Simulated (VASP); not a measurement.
# PbS (P-6m2) in VASP: notebook, part 2 of 2

VASP 6.6.1. Earlier steps stand in the parts before.

**4. Single point, PBE**

Input file INCAR:

```
PREC = Accurate ; ENCUT = 520
EDIFF = 1E-6 ; ISMEAR = -1
SIGMA = 0.05 ; LREAL = False
LASPH = True ; NELM = 60
ALGO = Normal ; ISIF = 2
LWAVE = False ; LCHARG = False
GGA = PE ; NBANDS = 17
```

Input file KPOINTS:

```
Automatic mesh
0
Gamma
  8 8 7
```

Input file POSCAR:

```
PbS
1.0
    4.0896976867      0.0000000000      0.0000000000
   -2.0448488433      3.5417820905      0.0000000000
    0.0000000000      0.0000000000      3.7881670000
Pb S
1 1
Direct
    0.0000000000      0.0000000000      0.0000000000
    0.6666666667      0.3333333333      0.5000000000
```

Potentials or basis: VASP PAW PBE potentials, release 64 (Pb_d, S).

Launch:

```sh
$ cat potpaw_PBE.64/Pb_d/POTCAR potpaw_PBE.64/S/POTCAR > POTCAR
$ mpirun -np 1 vasp_std > vasp.out
```

OUTCAR:

```text
PREC = Accurate
   ENCUT = 520
   EDIFF = 1E-6
   ISMEAR = -1
   LREAL = False
   LASPH = True
   NELM = 60
   ISIF = 2
   GGA = PE

 ion  position               nearest neighbor table
   1  0.000  0.000  0.000-   2 3.03   2 3.03   2 3.03   2 3.03   2 3.03   2 3.03
   2  0.667  0.333  0.500-   1 3.03   1 3.03   1 3.03   1 3.03   1 3.03   1 3.03

  LATTYP: Found a hexagonal cell.
 ALAT       =     4.0896976867
 C/A-ratio  =     0.9262706660

  Lattice vectors:

 A1 = (   4.0896976867,   0.0000000000,   0.0000000000)
 A2 = (  -2.0448488433,   3.5417820905,   0.0000000000)
 A3 = (   0.0000000000,   0.0000000000,   3.7881670000)

Analysis of symmetry for initial positions (statically):
=====================================================================
 Subroutine PRICEL returns:
 Original cell was already a primitive cell.

 Routine SETGRP: Setting up the symmetry group for a
 hexagonal supercell.

 Subroutine GETGRP returns: Found 12 space group operations
 (whereof 12 operations were pure point group operations)
 out of a pool of 24 trial point group operations.

The static configuration has the point symmetry D_3h.

Analysis of symmetry for dynamics (positions and initial velocities):
=====================================================================
 Subroutine PRICEL returns:
 Original cell was already a primitive cell.

 Routine SETGRP: Setting up the symmetry group for a
 hexagonal supercell.

 Subroutine GETGRP returns: Found 12 space group operations
 (whereof 12 operations were pure point group operations)
 out of a pool of 24 trial point group operations.

The dynamic configuration has the point symmetry D_3h.

 Subroutine INISYM returns: Found 12 space group operations
 (whereof 12 operations are pure point group operations),
 and found     1 'primitive' translations

----------------------------------------------------------------------------------------

                                     Primitive cell

[... 107 lines left out ...]
   IALGO  =     38    algorithm
   IMIX   =      4    mixing-type and parameters
     AMIX     =   0.40;   BMIX     =  1.00
     AMIX_MAG =   1.60;   BMIX_MAG =  1.00
  volume/ion in A,a.u.               =      27.44       185.14
  Fermi-wavevector in a.u.,A,eV,Ry     =   1.169421  2.209885 18.606576  1.367545
  Thomas-Fermi vector in A             =   2.305894
   LORBIT       =      0    0 simple, 1 ext, 2 COOP (PROOUT), +10 PAW based schemes
   GGA     = PE    functional components
   LHFCALC =     F    Hartree Fock is set to
   AEXX    =    0.0000 exact exchange contribution
   IVDW    =     0    specifies the selected vdW correction
   LEPSILON=     F    determine dielectric tensor
   LRPA    =     F    only Hartree local field effects (RPA)
 non-spin polarized calculation
  energy-cutoff  :      520.00
  volume of cell :       54.87
 maximum number of plane-waves:      1502
   NGX = 15   NGY = 15   NGZ = 15

 number of electron      19.9999998 magnetization

 Free energy of the ion-electron system (eV)
  ---------------------------------------------------
  ext. energy  EPLUGINS =         0.00000000
  ---------------------------------------------------
  free energy    TOTEN  =        -8.52326349 eV

  energy without entropy =       -8.52197164  energy(sigma->0) =       -8.52261756

 E-fermi :   5.1818     XC(G=0):  -9.4368

 val. band max:        5.0948563922   @ k =   0.3750   0.2500   0.0000
 cond. band min:       5.3073006604   @ k =   0.3750   0.2500   0.4286
 fundamental gap:      0.2124442682
 Fermi energy:         5.1818009376

 k-point     1 :       0.0000    0.0000    0.0000
  band No.  band energies     occupation
      1     -11.7114      2.00000
      2     -11.6934      2.00000
      3     -11.6934      2.00000
      4     -11.5909      2.00000
      5     -11.5909      2.00000
      6      -7.9645      2.00000
[... 457 lines left out ...]
      4     -11.6268      2.00000
      5     -11.6046      2.00000
      6      -6.6712      2.00000
[... 9 lines left out ...]
     16      15.5891      0.00000
     17      17.2401      0.00000

 [... further k-points ...]

------------------------ aborting loop because EDIFF is reached ----------------------------------------

  FORCE on cell =-STRESS in cart. coord.  units (eV):
  Direction    XX          YY          ZZ          XY          YZ          ZX
  --------------------------------------------------------------------------------------
  -------------------------------------------------------------------------------------
  Total       -0.0151424     -0.0151424     -0.0149611     -0.0000000      0.0000000      0.0000000
  in kB       -0.4421439     -0.4421439     -0.4368508     -0.0000000      0.0000000      0.0000000
  external PRESSURE =      -0.4403795 kB  Pullay stress =       0.0000000 kB

 VOLUME and BASIS-vectors are now :
 -----------------------------------------------------------------------------
  energy-cutoff  :      520.00
  volume of cell :       54.87
      direct lattice vectors                 reciprocal lattice vectors
     4.089697687  0.000000000  0.000000000     0.244516851  0.141171870  0.000000000
    -2.044848843  3.541782090  0.000000000     0.000000000  0.282343740  0.000000000
     0.000000000  0.000000000  3.788167000     0.000000000  0.000000000  0.263979914

 POSITION                                       TOTAL-FORCE (eV/Angst)
 -----------------------------------------------------------------------------------
      0.00000      0.00000      0.00000        -0.000000      0.000000      0.000000
      2.04485      1.18059      1.89408         0.000000      0.000000      0.000000
 -----------------------------------------------------------------------------------
    total drift:                               -0.000000      0.000000      0.000000

  FREE ENERGIE OF THE ION-ELECTRON SYSTEM (eV)
  ---------------------------------------------------
  free  energy   TOTEN  =        -8.5232634891 eV

  energy  without entropy=       -8.5219716373  energy(sigma->0) =       -8.52261756
```

stdout:

```text
POSCAR found type information on POSCAR PbS
 POSCAR found :  2 types and       2 ions
 scaLAPACK will be used
 LDA part: xc-table for (Slater+PW92), standard interpolation
 POSCAR, INCAR and KPOINTS ok, starting setup
 FFT: planning ... GRIDC
 FFT: planning ... GRID_SOFT
 FFT: planning ... GRID
 WAVECAR not read
 entering main loop
```

Run time: 57 s. Hardware: 1 thread of AMD EPYC 7R13, shared host; peak memory 0.16 GiB.

What came out:

| Quantity | Value |
| --- | --- |
| Free energy | -8.5233 eV |
| Pressure | 0.0 GPa |
| Band gap on the k mesh | 0.21 eV, indirect (least direct gap 1.65 eV) |

Caveat: spin-orbit coupling is left out, which moves the levels of the heavy elements.

**5. Single point, LDA**

Input file INCAR:

```
SYSTEM = PbS
ALGO     = Normal         ! electronic algorithm
EDIFF    = 1E-7           ! SCF threshold, eV
ENCUT    = 520            ! plane-wave cutoff, eV
GGA      = CA             ! functional
ISIF     = 2              ! what is computed and relaxed
ISMEAR   = -1             ! smearing method
LASPH    = .TRUE.         ! aspherical terms in the spheres
LCHARG   = .FALSE.        ! write CHGCAR
LREAL    = .FALSE.        ! projectors in reciprocal space
LWAVE    = .FALSE.        ! write WAVECAR
NBANDS   = 17             ! bands
NELM     = 100            ! most SCF steps
PREC     = Accurate       ! precision mode
SIGMA    = 0.05           ! smearing width, eV
```

Input file KPOINTS:

```
k-points
0
G
  8 8 7
  0 0 0
```

POSCAR is that of step 4.

Potentials or basis: VASP PAW LDA potentials, release 64 (Pb_d, S).

Launch:

```sh
$ cat potpaw_LDA.64/Pb_d/POTCAR potpaw_LDA.64/S/POTCAR > POTCAR
$ mpirun -np 1 vasp_std > vasp.out
```

OUTCAR:

```text
SYSTEM = PbS
   EDIFF = 1E-7
   ENCUT = 520
   GGA = CA
   ISIF = 2
   ISMEAR = -1
   LASPH = .TRUE.
   LREAL = .FALSE.
   NELM = 100
   PREC = Accurate

 ion  position               nearest neighbor table
   1  0.000  0.000  0.000-   2 3.03   2 3.03   2 3.03   2 3.03   2 3.03   2 3.03
   2  0.667  0.333  0.500-   1 3.03   1 3.03   1 3.03   1 3.03   1 3.03   1 3.03

  LATTYP: Found a hexagonal cell.
 ALAT       =     4.0896976867
 C/A-ratio  =     0.9262706660

  Lattice vectors:

 A1 = (   4.0896976867,   0.0000000000,   0.0000000000)
 A2 = (  -2.0448488433,   3.5417820905,   0.0000000000)
 A3 = (   0.0000000000,   0.0000000000,   3.7881670000)

Analysis of symmetry for initial positions (statically):
=====================================================================
 Subroutine PRICEL returns:
 Original cell was already a primitive cell.

 Routine SETGRP: Setting up the symmetry group for a
 hexagonal supercell.

 Subroutine GETGRP returns: Found 12 space group operations
 (whereof 12 operations were pure point group operations)
 out of a pool of 24 trial point group operations.

The static configuration has the point symmetry D_3h.

Analysis of symmetry for dynamics (positions and initial velocities):
=====================================================================
 Subroutine PRICEL returns:
 Original cell was already a primitive cell.

 Routine SETGRP: Setting up the symmetry group for a
 hexagonal supercell.

 Subroutine GETGRP returns: Found 12 space group operations
 (whereof 12 operations were pure point group operations)
 out of a pool of 24 trial point group operations.

The dynamic configuration has the point symmetry D_3h.

 Subroutine INISYM returns: Found 12 space group operations
 (whereof 12 operations are pure point group operations),
 and found     1 'primitive' translations

----------------------------------------------------------------------------------------

                                     Primitive cell

  volume of cell :      54.8709

  direct lattice vectors                    reciprocal lattice vectors
     4.089697687  0.000000000  0.000000000     0.244516851  0.141171870  0.000000000
    -2.044848843  3.541782090  0.000000000     0.000000000  0.282343740  0.000000000
     0.000000000  0.000000000  3.788167000     0.000000000  0.000000000  0.263979914

  length of vectors
     4.089697687  4.089697687  3.788167000     0.282343740  0.282343740  0.263979914

  position of ions in fractional coordinates (direct lattice)
     0.000000000  0.000000000  0.000000000
     0.666666667  0.333333333  0.500000000

  ion indices of the primitive-cell ions
   primitive index   ion index
                 1           1
                 2           2

----------------------------------------------------------------------------------------

 KPOINTS: k-points

Automatic generation of k-mesh.
 Grid dimensions read from file:
 generate k-points for:    8    8    7

 Generating k-lattice:

  Cartesian coordinates                     Fractional coordinates (reciprocal lattice)
     0.030564606  0.017646484  0.000000000     0.125000000  0.000000000  0.000000000
     0.000000000  0.035292967  0.000000000     0.000000000  0.125000000  0.000000000
     0.000000000  0.000000000  0.037711416     0.000000000  0.000000000  0.142857143

  Length of vectors
     0.035292967  0.035292967  0.037711416

  Shift w.r.t. Gamma in fractional coordinates (k-lattice)
     0.000000000  0.000000000  0.000000000

 Subroutine IBZKPT returns following result:
 ===========================================

 Found     40 irreducible k-points:

 Following reciprocal coordinates:
            Coordinates               Weight
  0.000000  0.000000  0.000000      1.000000
  0.125000  0.000000  0.000000      6.000000
  0.250000  0.000000  0.000000      6.000000
  0.375000  0.000000  0.000000      6.000000
  0.500000  0.000000  0.000000      3.000000
  0.125000  0.125000  0.000000      6.000000
[... 16 lines left out ...]
  0.250000  0.000000  0.285714     12.000000
  0.375000  0.000000  0.285714     12.000000
 [... further k-points ...]
   k-points           NKPTS =     40   k-points in BZ     NKDIM =     40   number of bands    NBANDS=     17
   number of dos      NEDOS =    301   number of ions     NIONS =      2
   total plane-waves  NPLWV =  25200
   dimension x,y,z NGX =    30 NGY =   30 NGZ =   28
   dimension x,y,z NGXF=    60 NGYF=   60 NGZF=   56
   ions per type =               1   1
   NGX,Y,Z   is equivalent  to a cutoff of  12.19, 12.19, 12.29 a.u.
   NGXF,Y,Z  is equivalent  to a cutoff of  24.39, 24.39, 24.58 a.u.
 SYSTEM =  PbS
   PREC   = accura    normal or accurate (medium, high low for compatibility)
   ISTART =      0    job   : 0-new  1-cont  2-samecut
   ICHARG =      2    charge: 1-file 2-atom 10-const
   ISPIN  =      1    spin polarized calculation?
   LNONCOLLINEAR =      F non collinear calculations
   LSORBIT =      F    spin-orbit coupling
   LASPH  =      T    aspherical Exc in radial PAW
   ENCUT  =  520.0 eV  38.22 Ry    6.18 a.u.   7.60  7.60  7.04*2*pi/ulx,y,z
   NELM   =    100;   NELMIN=  2; NELMDL= -5     # of ELM steps
   EDIFF  = 0.1E-06   stopping-criterion for ELM
   LREAL  =      F    real-space projection
   EDIFFG = 0.1E-05   stopping-criterion for IOM
   NSW    =      0    number of steps for IOM
   IBRION =     -1    ionic relax: 0-MD 1-quasi-New 2-CG
   NFREE  =      0    steps in history (QN), initial steepest desc. (CG)
   ISIF   =      2    stress and relaxation
   ISYM   =      2    0-nonsym 1-usesym 2-fastsym
   POTIM  = 0.5000    time-step for ionic-motion
   TEBEG  =    0.0;   TEEND  =   0.0 temperature during run
   PSTRESS=    0.0 pullay stress
   NELECT =      20.0000    total number of electrons
   NUPDOWN=      -1.0000    fix difference up-down
   EMIN   =  10.00;   EMAX   =-10.00  energy-range for DOS
   EFERMI =   0.00;   METHOD = LEGACY
   ISMEAR =    -1;   SIGMA  =   0.05  broadening in eV -4-tet -1-fermi 0-gaus
   EFERMI_NEDOS =   21; number of points for ismear=-14 and -15
   IALGO  =     38    algorithm
   IMIX   =      4    mixing-type and parameters
     AMIX     =   0.40;   BMIX     =  1.00
     AMIX_MAG =   1.60;   BMIX_MAG =  1.00
  volume/ion in A,a.u.               =      27.44       185.14
  Fermi-wavevector in a.u.,A,eV,Ry     =   1.169421  2.209885 18.606576  1.367545
  Thomas-Fermi vector in A             =   2.305894
   LORBIT       =      0    0 simple, 1 ext, 2 COOP (PROOUT), +10 PAW based schemes
   GGA     = CA    functional components
   LHFCALC =     F    Hartree Fock is set to
   AEXX    =    0.0000 exact exchange contribution
   IVDW    =     0    specifies the selected vdW correction
   LEPSILON=     F    determine dielectric tensor
   LRPA    =     F    only Hartree local field effects (RPA)
 non-spin polarized calculation
  energy-cutoff  :      520.00
  volume of cell :       54.87
 maximum number of plane-waves:      1502
   NGX = 15   NGY = 15   NGZ = 15

 number of electron      19.9999998 magnetization

 Free energy of the ion-electron system (eV)
  ---------------------------------------------------
  ext. energy  EPLUGINS =         0.00000000
  ---------------------------------------------------
  free energy    TOTEN  =        -9.68041805 eV

  energy without entropy =       -9.67808490  energy(sigma->0) =       -9.67925147

 E-fermi :   4.8780     XC(G=0):  -9.7903

 val. band max:        4.8623861463   @ k =   0.3750   0.2500   0.0000
 cond. band min:       4.9435258013   @ k =   0.3750   0.2500   0.4286
 fundamental gap:      0.0811396550
 Fermi energy:         4.8780358741

 k-point     1 :       0.0000    0.0000    0.0000
  band No.  band energies     occupation
      1     -11.8870      2.00000
      2     -11.8633      2.00000
      3     -11.8633      2.00000
      4     -11.7662      2.00000
      5     -11.7662      2.00000
      6      -8.1740      2.00000
[... 9 lines left out ...]
     16      15.9072      0.00000
     17      15.9091      0.00000

 k-point     2 :       0.1250    0.0000    0.0000
  band No.  band energies     occupation
      1     -11.8831      2.00000
      2     -11.8666      2.00000
      3     -11.8538      2.00000
      4     -11.7711      2.00000
      5     -11.7673      2.00000
      6      -8.0501      2.00000
[... 9 lines left out ...]
     16      15.0526      0.00000
     17      15.6441      0.00000
[... 421 lines left out ...]
 k-point    24 :       0.3750    0.0000    0.2857
  band No.  band energies     occupation
      1     -11.8833      2.00000
      2     -11.8477      2.00000
      3     -11.8066      2.00000
      4     -11.8017      2.00000
      5     -11.7766      2.00000
      6      -6.8406      2.00000
[... 9 lines left out ...]
     16      15.2982      0.00000
     17      16.8994      0.00000

 [... further k-points ...]
[... 5 lines left out ...]
  --------------------------------------------------------------------------------------
  -------------------------------------------------------------------------------------
  Total       -1.4256640     -1.4256640     -1.6283951     -0.0000000     -0.0000000     -0.0000000
  in kB      -41.6280050    -41.6280050    -47.5475558     -0.0000000     -0.0000000     -0.0000000
  external PRESSURE =     -43.6011886 kB  Pullay stress =       0.0000000 kB

 VOLUME and BASIS-vectors are now :
 -----------------------------------------------------------------------------
  energy-cutoff  :      520.00
  volume of cell :       54.87
      direct lattice vectors                 reciprocal lattice vectors
     4.089697687  0.000000000  0.000000000     0.244516851  0.141171870  0.000000000
    -2.044848843  3.541782090  0.000000000     0.000000000  0.282343740  0.000000000
     0.000000000  0.000000000  3.788167000     0.000000000  0.000000000  0.263979914

 POSITION                                       TOTAL-FORCE (eV/Angst)
 -----------------------------------------------------------------------------------
      0.00000      0.00000      0.00000        -0.000000      0.000000      0.000000
      2.04485      1.18059      1.89408         0.000000     -0.000000      0.000000
 -----------------------------------------------------------------------------------
    total drift:                               -0.000000      0.000000      0.000000

  FREE ENERGIE OF THE ION-ELECTRON SYSTEM (eV)
  ---------------------------------------------------
  free  energy   TOTEN  =        -9.6804180470 eV

  energy  without entropy=       -9.6780848959  energy(sigma->0) =       -9.67925147
```

It took 57 s on 1 thread of AMD EPYC 7R13, shared host; peak memory 0.14 GiB.

Results:

```yaml
Free_energy: -9.6804 eV
Pressure: -4.4 GPa
Band_gap_on_the_k_mesh: 0.08 eV, indirect (least direct gap 1.56 eV)
```

Stress tensor (GPa, compression positive):
```
-4.16  0.00  0.00
 0.00 -4.16  0.00
 0.00  0.00 -4.75
```

Levels at points of the mesh, in eV from the valence-band top:
```csv
k point,band 8,band 9,band 10,band 11,band 12,band 13
"(0.00, 0.00, 0.00)",-2.07,-1.58,-1.58,3.44,3.44,5.27
"(0.50, 0.00, 0.00)",-2.61,-1.77,-1.07,1.93,3.91,5.25
```

Caveat: spin-orbit coupling is left out, which moves the levels of the heavy elements.

**6. Summary**

```tsv
level	potentials or basis	spin	k mesh	smearing	gap on the mesh (eV)	pressure (GPa)
PBEsol	VASP PAW PBE potentials, release 64 (Pb_d, S)	non-collinear, zero start, SOC	6 × 6 × 5	fermi-dirac 0.05 eV	-	-3.2
PBE	VASP PAW PBE potentials, release 64 (Pb_d, S)	off	8 × 8 × 7	gaussian 0.011 eV	0.21	0.0
PBE	VASP PAW PBE potentials, release 64 (Pb_d, S)	off	8 × 8 × 7	fermi-dirac 0.05 eV	0.21	0.0
LDA	VASP PAW LDA potentials, release 64 (Pb_d, S)	off	8 × 8 × 7	fermi-dirac 0.05 eV	0.08	-4.4
```

Alike in all rows: task single point; cell as given; cutoff (eV) 520.

Caveats: spin-orbit coupling is left out, which moves the levels of the heavy elements (some runs); the PAW data sets were made with another functional, which shifts forces and pressure a little (some runs).

Total energies depend on the potentials used, so only differences within one code and one set of settings carry meaning.
